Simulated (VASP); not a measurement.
Runs of VASP 6.6.1 on Si. The structure is that of space group Fd-3m (No. 227), or close to it. The cells are those of the table. 

```tsv
cell	k mesh	gap on the mesh (eV)	pressure (GPa)
a = 3.943 Å, angles 60.0°, 2 atoms	9 × 9 × 9	0.79	-3.3
a = 3.785 Å, angles 60.0°, 2 atoms	9 × 9 × 9	(c)	8.1
a = 3.992 Å, angles 60.0°, 2 atoms	9 × 9 × 9	0.85	-5.7
a = 3.891 Å, angles 60.0°, 2 atoms	9 × 9 × 9	0.72	-0.3
a = 3.729 Å, angles 60.0°, 2 atoms	9 × 9 × 9	(a)	13.9
a = 3.839 Å, angles 60.0°, 2 atoms	9 × 9 × 9	(d)	3.5
a = 3.891 Å, angles 60.0°, 2 atoms	6 × 6 × 6	(b)	-0.2
```

Alike in all rows: task single point; level RPBE; potentials or basis VASP PAW PBE potentials, release 64 (Si); no spin polarisation; cutoff (eV) 520; smearing fermi-dirac 0.05 eV.

**Question.** Estimate the missing entries.

**Answer.** (a) 0.45; (b) 0.84; (c) 0.55; (d) 0.64.

Caveats: the PAW data sets were made with another functional, which shifts forces and pressure a little.

A k mesh can miss the band edges.
